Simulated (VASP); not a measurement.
# HfO2 (Fm-3m) in VASP: further runs

The runs below take HfO2 through single point, relaxation of cell and atoms, with PBE.

All numbers are computed with VASP 6.6.1; they aren't measurements. Logs are shortened: lines on timing, memory, paths and dates and some standing lists are left out, and cuts for length are marked.

### 1 The cell of the first run

The structure is cubic, space group Fm-3m (No. 225). Conventional cell: a = 5.098 Å, b = 5.098 Å, c = 5.098 Å, α = 90.00°, β = 90.00°, γ = 90.00°. Within 2.9 Å of Hf (site symmetry m-3m) lie 8 O at 2.21 Å. O (site symmetry -43m) has 4 Hf at 2.21 Å and 6 O at 2.55 Å within 2.9 Å.

### 2 Single point, PBE

INCAR

```
  PREC = Accurate
  ENCUT = 520
  EDIFF = 1E-6
  ISMEAR = 0
  SIGMA = 0.02
  LREAL = False
  LASPH = True
  NELM = 100
  ALGO = Normal
  ISIF = 2
  LWAVE = False
  LCHARG = True
  GGA = PE
  LELF = True
  LVHAR = True
  NBANDS = 18
```

KPOINTS

```
regular mesh
0
Gamma
  8 8 8
```

POSCAR

```
HfO2
1.0
    0.0000000000      2.5488057759      2.5488057759
    2.5488057759      0.0000000000      2.5488057759
    2.5488057759      2.5488057759      0.0000000000
Hf O
1 2
Direct
    0.0000000000      0.0000000000      0.0000000000
    0.2500000000      0.2500000000      0.2500000000
    0.7500000000      0.7500000000      0.7500000000
```

Potentials or basis: VASP PAW PBE potentials, release 64 (Hf_pv, O).

The run is started by

```
> cat potpaw_PBE.64/Hf_pv/POTCAR potpaw_PBE.64/O/POTCAR > POTCAR
> mpirun -np 1 vasp_std > vasp.out
```

OUTCAR:

```text
PREC = Accurate
   ENCUT = 520
   EDIFF = 1E-6
   ISMEAR = 0
   LREAL = False
   LASPH = True
   NELM = 100
   ISIF = 2
   GGA = PE

 ion  position               nearest neighbor table
   1  0.000  0.000  0.000-   3 2.21   3 2.21   3 2.21   2 2.21   3 2.21   2 2.21   2 2.21   2 2.21

   2  0.250  0.250  0.250-   1 2.21   1 2.21   1 2.21   1 2.21
   3  0.750  0.750  0.750-   1 2.21   1 2.21   1 2.21   1 2.21

  LATTYP: Found a face centered cubic cell.
 ALAT       =     5.0976115518

  Lattice vectors:

 A1 = (   0.0000000000,   2.5488057759,   2.5488057759)
 A2 = (   2.5488057759,   0.0000000000,   2.5488057759)
 A3 = (   2.5488057759,   2.5488057759,   0.0000000000)

Analysis of symmetry for initial positions (statically):
=====================================================================
 Subroutine PRICEL returns:
 Original cell was already a primitive cell.

 Routine SETGRP: Setting up the symmetry group for a
 face centered cubic supercell.

 Subroutine GETGRP returns: Found 48 space group operations
 (whereof 48 operations were pure point group operations)
 out of a pool of 48 trial point group operations.

The static configuration has the point symmetry O_h .

Analysis of symmetry for dynamics (positions and initial velocities):
=====================================================================
 Subroutine PRICEL returns:
 Original cell was already a primitive cell.

 Routine SETGRP: Setting up the symmetry group for a
 face centered cubic supercell.

 Subroutine GETGRP returns: Found 48 space group operations
 (whereof 48 operations were pure point group operations)
 out of a pool of 48 trial point group operations.

The dynamic configuration has the point symmetry O_h .

 Subroutine INISYM returns: Found 48 space group operations
 (whereof 48 operations are pure point group operations),
 and found     1 'primitive' translations

----------------------------------------------------------------------------------------

                                     Primitive cell

  volume of cell :      33.1162

  direct lattice vectors                    reciprocal lattice vectors
     0.000000000  2.548805776  2.548805776    -0.196170302  0.196170302  0.196170302
     2.548805776  0.000000000  2.548805776     0.196170302 -0.196170302  0.196170302
     2.548805776  2.548805776  0.000000000     0.196170302  0.196170302 -0.196170302

  length of vectors
     3.604555696  3.604555696  3.604555696     0.339776931  0.339776931  0.339776931

  position of ions in fractional coordinates (direct lattice)
     0.000000000  0.000000000  0.000000000
     0.250000000  0.250000000  0.250000000
     0.750000000  0.750000000  0.750000000

  ion indices of the primitive-cell ions
   primitive index   ion index
                 1           1
                 2           2
                 3           3

----------------------------------------------------------------------------------------

 KPOINTS: regular mesh

Automatic generation of k-mesh.
 Grid dimensions read from file:
 generate k-points for:    8    8    8

 Generating k-lattice:

  Cartesian coordinates                     Fractional coordinates (reciprocal lattice)
    -0.024521288  0.024521288  0.024521288     0.125000000  0.000000000  0.000000000
     0.024521288 -0.024521288  0.024521288     0.000000000  0.125000000  0.000000000
     0.024521288  0.024521288 -0.024521288     0.000000000  0.000000000  0.125000000

  Length of vectors
     0.042472116  0.042472116  0.042472116

  Shift w.r.t. Gamma in fractional coordinates (k-lattice)
     0.000000000  0.000000000  0.000000000

 Subroutine IBZKPT returns following result:
 ===========================================

 Found     29 irreducible k-points:

 Following reciprocal coordinates:
            Coordinates               Weight
  0.000000  0.000000  0.000000      1.000000
  0.125000  0.000000  0.000000      8.000000
  0.250000  0.000000  0.000000      8.000000
  0.375000  0.000000  0.000000      8.000000
  0.500000  0.000000  0.000000      4.000000
  0.125000  0.125000  0.000000      6.000000
[... 16 lines left out ...]
  0.500000  0.250000  0.125000     48.000000
 -0.375000  0.250000  0.125000     24.000000
 [... further k-points ...]
   k-points           NKPTS =     29   k-points in BZ     NKDIM =     29   number of bands    NBANDS=     18
   number of dos      NEDOS =    301   number of ions     NIONS =      3
   total plane-waves  NPLWV =  21952
   dimension x,y,z NGX =    28 NGY =   28 NGZ =   28
   dimension x,y,z NGXF=    56 NGYF=   56 NGZF=   56
   ions per type =               1   2
   NGX,Y,Z   is equivalent  to a cutoff of  12.91, 12.91, 12.91 a.u.
   NGXF,Y,Z  is equivalent  to a cutoff of  25.83, 25.83, 25.83 a.u.
 SYSTEM =  unknown system
   PREC   = accura    normal or accurate (medium, high low for compatibility)
   ISTART =      0    job   : 0-new  1-cont  2-samecut
   ICHARG =      2    charge: 1-file 2-atom 10-const
   ISPIN  =      1    spin polarized calculation?
   LNONCOLLINEAR =      F non collinear calculations
   LSORBIT =      F    spin-orbit coupling
   LASPH  =      T    aspherical Exc in radial PAW
   ENCUT  =  520.0 eV  38.22 Ry    6.18 a.u.   6.70  6.70  6.70*2*pi/ulx,y,z
   NELM   =    100;   NELMIN=  2; NELMDL= -5     # of ELM steps
   EDIFF  = 0.1E-05   stopping-criterion for ELM
   LREAL  =      F    real-space projection
   EDIFFG = 0.1E-04   stopping-criterion for IOM
   NSW    =      0    number of steps for IOM
   IBRION =     -1    ionic relax: 0-MD 1-quasi-New 2-CG
   NFREE  =      0    steps in history (QN), initial steepest desc. (CG)
   ISIF   =      2    stress and relaxation
   ISYM   =      2    0-nonsym 1-usesym 2-fastsym
   POTIM  = 0.5000    time-step for ionic-motion
   TEBEG  =    0.0;   TEEND  =   0.0 temperature during run
   PSTRESS=    0.0 pullay stress
   NELECT =      22.0000    total number of electrons
   NUPDOWN=      -1.0000    fix difference up-down
   EMIN   =  10.00;   EMAX   =-10.00  energy-range for DOS
   EFERMI =   0.00;   METHOD = LEGACY
   ISMEAR =     0;   SIGMA  =   0.02  broadening in eV -4-tet -1-fermi 0-gaus
   EFERMI_NEDOS =   21; number of points for ismear=-14 and -15
   IALGO  =     38    algorithm
   IMIX   =      4    mixing-type and parameters
     AMIX     =   0.40;   BMIX     =  1.00
     AMIX_MAG =   1.60;   BMIX_MAG =  1.00
  volume/ion in A,a.u.               =      11.04        74.49
  Fermi-wavevector in a.u.,A,eV,Ry     =   1.428463  2.699404 27.762775  2.040506
  Thomas-Fermi vector in A             =   2.548522
   LORBIT       =      0    0 simple, 1 ext, 2 COOP (PROOUT), +10 PAW based schemes
   GGA     = PE    functional components
   LHFCALC =     F    Hartree Fock is set to
   AEXX    =    0.0000 exact exchange contribution
   IVDW    =     0    specifies the selected vdW correction
   LEPSILON=     F    determine dielectric tensor
   LRPA    =     F    only Hartree local field effects (RPA)
 non-spin polarized calculation
 Gauss-broadening in eV      SIGMA  =   0.02
  energy-cutoff  :      520.00
  volume of cell :       33.12
 maximum number of plane-waves:       911
   NGX = 13   NGY = 13   NGZ = 13

 number of electron      21.9999992 magnetization

 Free energy of the ion-electron system (eV)
  ---------------------------------------------------
  ext. energy  EPLUGINS =         0.00000000
  ---------------------------------------------------
  free energy    TOTEN  =       -30.24335913 eV

  energy without entropy =      -30.24335913  energy(sigma->0) =      -30.24335913

 E-fermi :   4.2543     XC(G=0): -11.7517

 val. band max:        4.1404621457   @ k =   0.5000   0.5000   0.0000
 cond. band min:       7.8977532174   @ k =   0.5000   0.5000   0.0000
 fundamental gap:      3.7572910717
 Fermi energy:         4.2543277602

 k-point     1 :       0.0000    0.0000    0.0000
  band No.  band energies     occupation
      1     -25.6225      2.00000
      2     -25.6225      2.00000
      3     -25.6225      2.00000
      4     -14.4908      2.00000
      5     -11.5385      2.00000
      6      -1.1027      2.00000
[... 10 lines left out ...]
     17      14.3582      0.00000
     18      17.5353      0.00000

 k-point     2 :       0.1250    0.0000    0.0000
  band No.  band energies     occupation
      1     -25.6846      2.00000
      2     -25.6293      2.00000
      3     -25.6293      2.00000
      4     -14.2910      2.00000
      5     -11.7018      2.00000
      6      -0.9554      2.00000
[... 10 lines left out ...]
     17      14.1025      0.00000
     18      17.4997      0.00000

 k-point     3 :       0.2500    0.0000    0.0000
  band No.  band energies     occupation
      1     -25.8293      2.00000
      2     -25.6457      2.00000
      3     -25.6457      2.00000
      4     -13.8151      2.00000
      5     -12.0346      2.00000
      6      -0.5901      2.00000
[... 10 lines left out ...]
     17      13.6410      0.00000
     18      16.6397      0.00000

 k-point     4 :       0.3750    0.0000    0.0000
  band No.  band energies     occupation
      1     -25.9670      2.00000
      2     -25.6620      2.00000
      3     -25.6620      2.00000
      4     -13.3978      2.00000
      5     -12.2379      2.00000
      6      -0.2245      2.00000
[... 10 lines left out ...]
     17      13.5753      0.00000
     18      16.1274      0.00000

 k-point     5 :       0.5000    0.0000    0.0000
  band No.  band energies     occupation
      1     -26.0222      2.00000
      2     -25.6687      2.00000
      3     -25.6687      2.00000
      4     -13.2811      2.00000
      5     -12.2454      2.00000
      6      -0.0816      2.00000
[... 10 lines left out ...]
     17      13.3463      0.00000
     18      16.4515      0.00000

 k-point     6 :       0.1250    0.1250    0.0000
  band No.  band energies     occupation
      1     -25.6897      2.00000
      2     -25.6393      2.00000
      3     -25.6393      2.00000
      4     -14.2207      2.00000
      5     -11.7564      2.00000
      6      -0.9378      2.00000
[... 10 lines left out ...]
     17      14.0272      0.00000
     18      17.4542      0.00000

 k-point     7 :       0.2500    0.1250    0.0000
  band No.  band energies     occupation
      1     -25.7965      2.00000
      2     -25.6580      2.00000
      3     -25.6570      2.00000
      4     -13.8234      2.00000
      5     -12.0351      2.00000
      6      -0.6650      2.00000
[... 10 lines left out ...]
     17      13.7096      0.00000
     18      17.1284      0.00000

 k-point     8 :       0.3750    0.1250    0.0000
  band No.  band energies     occupation
      1     -25.9249      2.00000
      2     -25.6844      2.00000
      3     -25.6743      2.00000
      4     -13.3598      2.00000
      5     -12.2856      2.00000
      6      -0.3487      2.00000
[... 10 lines left out ...]
     17      14.0478      0.00000
     18      16.5414      0.00000
[... 229 lines left out ...]
     17      16.0915      0.00000
     18      17.5056      0.00000

 k-point    20 :      -0.3750    0.3750    0.0000
  band No.  band energies     occupation
      1     -25.9614      2.00000
      2     -25.8347      2.00000
      3     -25.7147      2.00000
      4     -12.7320      2.00000
      5     -12.4893      2.00000
      6      -1.5798      2.00000
[... 10 lines left out ...]
     17      16.6692      0.00000
     18      17.4484      0.00000

 k-point    21 :       0.5000    0.5000    0.0000
  band No.  band energies     occupation
      1     -26.0453      2.00000
      2     -25.7367      2.00000
      3     -25.7367      2.00000
      4     -12.7790      2.00000
      5     -12.4175      2.00000
      6      -2.2226      2.00000
[... 10 lines left out ...]
     17      17.1727      0.00000
     18      17.4569      0.00000

 k-point    22 :       0.3750    0.2500    0.1250
  band No.  band energies     occupation
      1     -25.8732      2.00000
      2     -25.7117      2.00000
      3     -25.6666      2.00000
      4     -13.4095      2.00000
      5     -12.2810      2.00000
      6      -0.5983      2.00000
[... 10 lines left out ...]
     17      13.8377      0.00000
     18      17.1710      0.00000

 k-point    23 :       0.5000    0.2500    0.1250
  band No.  band energies     occupation
      1     -25.9409      2.00000
      2     -25.7628      2.00000
      3     -25.6851      2.00000
      4     -13.0326      2.00000
      5     -12.4388      2.00000
      6      -0.6023      2.00000
[... 10 lines left out ...]
     17      14.7794      0.00000
     18      16.9981      0.00000

 k-point    24 :      -0.3750    0.2500    0.1250
  band No.  band energies     occupation
      1     -25.9675      2.00000
      2     -25.7832      2.00000
      3     -25.6943      2.00000
      4     -12.9427      2.00000
      5     -12.4221      2.00000
      6      -0.6063      2.00000
[... 10 lines left out ...]
     17      15.0267      0.00000
     18      16.9701      0.00000

 [... further k-points ...]
[... 5 lines left out ...]
  --------------------------------------------------------------------------------------
  -------------------------------------------------------------------------------------
  Total       -0.7495575     -0.7495575     -0.7495575      0.0000000      0.0000000      0.0000000
  in kB      -36.2639676    -36.2639676    -36.2639676      0.0000000      0.0000000      0.0000000
  external PRESSURE =     -36.2639676 kB  Pullay stress =       0.0000000 kB

 VOLUME and BASIS-vectors are now :
 -----------------------------------------------------------------------------
  energy-cutoff  :      520.00
  volume of cell :       33.12
      direct lattice vectors                 reciprocal lattice vectors
     0.000000000  2.548805776  2.548805776    -0.196170302  0.196170302  0.196170302
     2.548805776  0.000000000  2.548805776     0.196170302 -0.196170302  0.196170302
     2.548805776  2.548805776  0.000000000     0.196170302  0.196170302 -0.196170302

 POSITION                                       TOTAL-FORCE (eV/Angst)
 -----------------------------------------------------------------------------------
      0.00000      0.00000      0.00000        -0.000000     -0.000000      0.000000
      1.27440      1.27440      1.27440        -0.000000      0.000000     -0.000000
      3.82321      3.82321      3.82321         0.000000     -0.000000      0.000000
 -----------------------------------------------------------------------------------
    total drift:                                0.000000      0.000000      0.000000

  FREE ENERGIE OF THE ION-ELECTRON SYSTEM (eV)
  ---------------------------------------------------
  free  energy   TOTEN  =       -30.2433591287 eV

  energy  without entropy=      -30.2433591287  energy(sigma->0) =      -30.24335913
```

Run time: 9.4 s. Hardware: 1 thread of Intel Xeon 6975P-C (Granite Rapids), shared host; peak memory 0.16 GiB.

Results:

```
Free energy            : -30.2434 eV
Pressure               : -3.6 GPa
Band gap on the k mesh : 3.76 eV, direct
```

Caveat: spin-orbit coupling is left out, which moves the levels of the heavy elements.

[end of part 1 of 2]
